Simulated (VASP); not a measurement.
# Ga (Pm-3m) in VASP: relaxation of cell and atoms with PBE

Aim: the relaxation of cell and atoms of Ga with PBE.

All numbers are computed with VASP 6.6.1; they aren't measurements. Logs are shortened: lines on timing, memory, paths and dates and some standing lists are left out, and cuts for length are marked.

## Step 1: The cell of the first run

The structure is cubic, space group Pm-3m (No. 221). The conventional cell has a = 2.738 Å, b = 2.738 Å, c = 2.738 Å, α = 90.00°, β = 90.00°, γ = 90.00°. Ga (site symmetry m-3m) has 6 Ga at 2.74 Å within 3.6 Å.

This isn't the form of Ga at room conditions, which is orthorhombic.

## Step 2: Relaxation of cell and atoms, PBE, non-collinear spin, zero start, spin-orbit coupling

File INCAR:

```
PREC = Accurate
ENCUT = 600
EDIFF = 1E-6
ISMEAR = -1
SIGMA = 0.05
LREAL = F
LASPH = T
NELM = 150
ALGO = Normal
ISIF = 3
LWAVE = F
LCHARG = F
MAGMOM = 0 0 0
LORBIT = 11
LSORBIT = T
GGA_COMPAT = F
LORBMOM = T
GGA = PE
IBRION = 2
NSW = 60
EDIFFG = -0.005
```

File KPOINTS:

```
regular mesh
0
Gamma
  15 15 15
```

File POSCAR:

```
Ga
1.0
    2.7377415812      0.0000000000      0.0000000000
    0.0000000000      2.7377415812      0.0000000000
    0.0000000000      0.0000000000      2.7377415812
Ga
1
Direct
    0.0000000000      0.0000000000      0.0000000000
```

Potentials or basis: VASP PAW PBE potentials, release 64 (Ga_d).

Started as:

```bash
$ cat potpaw_PBE.64/Ga_d/POTCAR > POTCAR
$ mpirun -np 1 vasp_ncl > vasp.out
```

OUTCAR:

```text
PREC = Accurate
   ENCUT = 600
   EDIFF = 1E-6
   ISMEAR = -1
   LREAL = F
   LASPH = T
   NELM = 150
   ISIF = 3
   LORBIT = 11
   LSORBIT = T
   GGA = PE
   IBRION = 2
   NSW = 60
   EDIFFG = -0.005

 ion  position               nearest neighbor table
   1  0.000  0.000  0.000-

  LATTYP: Found a simple cubic cell.
 ALAT       =     2.7377415812

  Lattice vectors:

 A1 = (   2.7377415812,   0.0000000000,   0.0000000000)
 A2 = (   0.0000000000,   2.7377415812,   0.0000000000)
 A3 = (   0.0000000000,   0.0000000000,   2.7377415812)

Analysis of symmetry for initial positions (statically):
=====================================================================
 Subroutine PRICEL returns:
 Original cell was already a primitive cell.

 Routine SETGRP: Setting up the symmetry group for a
 simple cubic supercell.

 Subroutine GETGRP returns: Found 48 space group operations
 (whereof 48 operations were pure point group operations)
 out of a pool of 48 trial point group operations.

The static configuration has the point symmetry O_h .

Analysis of symmetry for dynamics (positions and initial velocities):
=====================================================================
 Subroutine PRICEL returns:
 Original cell was already a primitive cell.

 Routine SETGRP: Setting up the symmetry group for a
 simple cubic supercell.

 Subroutine GETGRP returns: Found 48 space group operations
 (whereof 48 operations were pure point group operations)
 out of a pool of 48 trial point group operations.

The dynamic configuration has the point symmetry O_h .

Analysis of structural, dynamic, and magnetic symmetry:
=====================================================================
 Subroutine PRICEL returns:
 Original cell was already a primitive cell.

 Routine SETGRP: Setting up the symmetry group for a
 simple cubic supercell.

 Subroutine GETGRP returns: Found 48 space group operations
 (whereof 48 operations were pure point group operations)
 out of a pool of 48 trial point group operations.

The overall configuration has the point symmetry O_h .

 Subroutine INISYM returns: Found 48 space group operations
 (whereof 48 operations are pure point group operations),
 and found     1 'primitive' translations

----------------------------------------------------------------------------------------

                                     Primitive cell

  volume of cell :      20.5200

  direct lattice vectors                    reciprocal lattice vectors
     2.737741581  0.000000000  0.000000000     0.365264569  0.000000000  0.000000000
     0.000000000  2.737741581  0.000000000     0.000000000  0.365264569  0.000000000
     0.000000000  0.000000000  2.737741581     0.000000000  0.000000000  0.365264569

  length of vectors
     2.737741581  2.737741581  2.737741581     0.365264569  0.365264569  0.365264569

  position of ions in fractional coordinates (direct lattice)
     0.000000000  0.000000000  0.000000000

  ion indices of the primitive-cell ions
   primitive index   ion index
                 1           1

----------------------------------------------------------------------------------------

 KPOINTS: regular mesh

Automatic generation of k-mesh.
 Grid dimensions read from file:
 generate k-points for:   15   15   15

 Generating k-lattice:

  Cartesian coordinates                     Fractional coordinates (reciprocal lattice)
     0.024350971  0.000000000  0.000000000     0.066666667  0.000000000  0.000000000
     0.000000000  0.024350971  0.000000000     0.000000000  0.066666667  0.000000000
     0.000000000  0.000000000  0.024350971     0.000000000  0.000000000  0.066666667

  Length of vectors
     0.024350971  0.024350971  0.024350971

  Shift w.r.t. Gamma in fractional coordinates (k-lattice)
     0.000000000  0.000000000  0.000000000

 Subroutine IBZKPT returns following result:
 ===========================================

 Found    120 irreducible k-points:
[... 50 lines left out ...]
   IBRION =      2    ionic relax: 0-MD 1-quasi-New 2-CG
   NFREE  =      1    steps in history (QN), initial steepest desc. (CG)
   ISIF   =      3    stress and relaxation
   ISYM   =      2    0-nonsym 1-usesym 2-fastsym
   POTIM  = 0.5000    time-step for ionic-motion
   TEBEG  =    0.0;   TEEND  =   0.0 temperature during run
   PSTRESS=    0.0 pullay stress
   NELECT =      13.0000    total number of electrons
   NUPDOWN=      -1.0000    fix difference up-down
   EMIN   =  10.00;   EMAX   =-10.00  energy-range for DOS
   EFERMI =   0.00;   METHOD = LEGACY
   ISMEAR =    -1;   SIGMA  =   0.05  broadening in eV -4-tet -1-fermi 0-gaus
   EFERMI_NEDOS =   21; number of points for ismear=-14 and -15
   IALGO  =     38    algorithm
   IMIX   =      4    mixing-type and parameters
     AMIX     =   0.40;   BMIX     =  1.00
     AMIX_MAG =   1.60;   BMIX_MAG =  1.00
  volume/ion in A,a.u.               =      20.52       138.48
  Fermi-wavevector in a.u.,A,eV,Ry     =   1.406037  2.657025 26.897912  1.976941
  Thomas-Fermi vector in A             =   2.528438
   LORBIT       =     11    0 simple, 1 ext, 2 COOP (PROOUT), +10 PAW based schemes
   GGA     = PE    functional components
   LHFCALC =     F    Hartree Fock is set to
   AEXX    =    0.0000 exact exchange contribution
   IVDW    =     0    specifies the selected vdW correction
   LEPSILON=     F    determine dielectric tensor
   LRPA    =     F    only Hartree local field effects (RPA)
 conjugate gradient relaxation of ions
  energy-cutoff  :      600.00
  volume of cell :       20.52
 maximum number of plane-waves:      1430
 NGX is ok and might be reduce to    24
   NGX = 11   NGY = 11   NGZ = 11

--------------------------------------- Ionic step        1  -------------------------------------------

 number of electron      13.0000006 magnetization       0.0000000      0.0000000      0.0000000

 number of electron      13.0000006 magnetization      -0.0000000     -0.0000000     -0.0000000

 Free energy of the ion-electron system (eV)
  ---------------------------------------------------
  ext. energy  EPLUGINS =         0.00000000
  ---------------------------------------------------
  free energy    TOTEN  =        -2.83149015 eV

  energy without entropy =       -2.82737125  energy(sigma->0) =       -2.82943070

------------------------ aborting loop because EDIFF is reached ----------------------------------------

  FORCE on cell =-STRESS in cart. coord.  units (eV):
  Direction    XX          YY          ZZ          XY          YZ          ZX
  --------------------------------------------------------------------------------------
  -------------------------------------------------------------------------------------
  Total       -0.0942114     -0.0942114     -0.0942114     -0.0000000     -0.0000000     -0.0000000
  in kB       -7.3559132     -7.3559132     -7.3559132     -0.0000000     -0.0000000     -0.0000000
  external PRESSURE =      -7.3559132 kB  Pullay stress =       0.0000000 kB
[... 63 lines left out ...]
 number of electron      13.0000006 magnetization      -0.0000000      0.0000000     -0.0000000

 number of electron      13.0000006 magnetization      -0.0000000      0.0000000      0.0000000

 Free energy of the ion-electron system (eV)
  ---------------------------------------------------
  ext. energy  EPLUGINS =         0.00000000
  ---------------------------------------------------
  free energy    TOTEN  =        -2.83215234 eV

  energy without entropy =       -2.82800285  energy(sigma->0) =       -2.83007759

 E-fermi :   4.6148     XC(G=0): -10.5937

 val. band max:        4.6090236416   @ k =   0.4000   0.4000   0.0667
 cond. band min:       4.6809914929   @ k =   0.3333   0.2000   0.0667
 fundamental gap:      0.0719678513
 Fermi energy:         4.6148055358

 k-point     1 :       0.0000    0.0000    0.0000
  band No.  band energies     occupation
      1     -10.5079      1.00000
      2     -10.5079      1.00000
      3     -10.5079      1.00000
      4     -10.5079      1.00000
      5      -9.9022      1.00000
      6      -9.9022      1.00000
[... 541 lines left out ...]
     19      17.4121      0.00000
     20      17.4121      0.00000

 [... further k-points ...]
[... 5 lines left out ...]
  --------------------------------------------------------------------------------------
  -------------------------------------------------------------------------------------
  Total       -0.0010740     -0.0010740     -0.0010740     -0.0000000      0.0000000      0.0000000
  in kB       -0.0851066     -0.0851066     -0.0851066     -0.0000000      0.0000000      0.0000000
  external PRESSURE =      -0.0851066 kB  Pullay stress =       0.0000000 kB
[... 16 lines left out ...]
  FREE ENERGIE OF THE ION-ELECTRON SYSTEM (eV)
  ---------------------------------------------------
  free  energy   TOTEN  =        -2.8321523370 eV

  energy  without entropy=       -2.8280028510  energy(sigma->0) =       -2.83007759

 reached required accuracy - stopping structural energy minimisation

 orbital moment (x)

 # of ion     p       d       tot
 ----------------------------------------
  1        -0.000   0.000   0.000
 ----------------------------------------
           -0.000   0.000   0.000

 orbital moment (y)

 # of ion     p       d       tot
 ----------------------------------------
  1         0.000  -0.000  -0.000
 ----------------------------------------
            0.000  -0.000  -0.000

 orbital moment (z)

 # of ion     p       d       tot
 ----------------------------------------
  1         0.000  -0.000  -0.000
 ----------------------------------------
            0.000  -0.000  -0.000

 Spin-Orbit-Coupling matrix elements

 Ion:    1  E_soc:     -0.0111946
 l=   1
     0.0000000    -0.0010271    -0.0010271
    -0.0010271     0.0000000    -0.0010271
    -0.0010271    -0.0010271     0.0000000
 l=   2
     0.0000000    -0.0001680     0.0000000    -0.0001680    -0.0006707
    -0.0001680     0.0000000    -0.0005030    -0.0001680    -0.0001677
     0.0000000    -0.0005030     0.0000000    -0.0005030     0.0000000
    -0.0001680    -0.0001680    -0.0005030     0.0000000    -0.0001677
    -0.0006707    -0.0001677     0.0000000    -0.0001677     0.0000000
 l=   3
     0.0000000     0.0000000     0.0000000     0.0000000     0.0000000     0.0000000     0.0000000
     0.0000000     0.0000000     0.0000000     0.0000000     0.0000000     0.0000000     0.0000000
     0.0000000     0.0000000     0.0000000     0.0000000     0.0000000     0.0000000     0.0000000
     0.0000000     0.0000000     0.0000000     0.0000000     0.0000000     0.0000000     0.0000000
     0.0000000     0.0000000     0.0000000     0.0000000     0.0000000     0.0000000     0.0000000
     0.0000000     0.0000000     0.0000000     0.0000000     0.0000000     0.0000000     0.0000000
     0.0000000     0.0000000     0.0000000     0.0000000     0.0000000     0.0000000     0.0000000

 total charge

# of ion       s       p       d       tot
------------------------------------------
    1        1.011   0.601   9.947  11.559

 magnetization (x)

# of ion       s       p       d       tot
------------------------------------------
    1        0.000   0.000  -0.000   0.000

 magnetization (y)

# of ion       s       p       d       tot
------------------------------------------
    1        0.000  -0.000   0.000  -0.000

 magnetization (z)

# of ion       s       p       d       tot
------------------------------------------
    1        0.000   0.000  -0.000   0.000
```

Wall time 71 s (1 thread of Intel Xeon 6975P-C (Granite Rapids), shared host); peak memory 0.25 GiB.

What came out:

| Property | Result |
| --- | --- |
| Free energy | -2.8322 eV |
| Relaxed volume | 20.22 Å³/atom |
| Relaxed cell | a = 2.724 Å, b = 2.724 Å, c = 2.724 Å, α = 90.00°, β = 90.00°, γ = 90.00° |
| Space group after relaxing (to 0.1 Å) | Pm-3m (No. 221) |
| Energy gained by relaxing | 0.7 meV/atom |
| Ionic steps | 3 |
| Pressure after relaxing | 0.0 GPa |
| Net moment | 0.00 μB per cell |
| Valence electrons inside the program's atomic spheres | Ga 11.56 |

Step by step:
```tsv
step	energy change (eV)	largest force (eV/Å)	pressure (GPa)	volume (Å³)
1	0.0000	0.0000	-0.74	20.52
2	-0.0007	0.0000	-0.05	20.24
3	-0.0007	0.0000	-0.01	20.22
```

Final structure:
```cif
data_structure
_symmetry_space_group_name_H-M 'P 1'
_symmetry_Int_Tables_number 1
_cell_length_a 2.7243
_cell_length_b 2.7243
_cell_length_c 2.7243
_cell_angle_alpha 90.000
_cell_angle_beta 90.000
_cell_angle_gamma 90.000
_cell_volume 20.22
loop_
_atom_site_label
_atom_site_type_symbol
_atom_site_fract_x
_atom_site_fract_y
_atom_site_fract_z
_atom_site_occupancy
Ga1 Ga 0.00000 0.00000 0.00000 1
```

Moments on the atoms (μB; x, y, z):
```
Ga  0.00 0.00 0.00
```
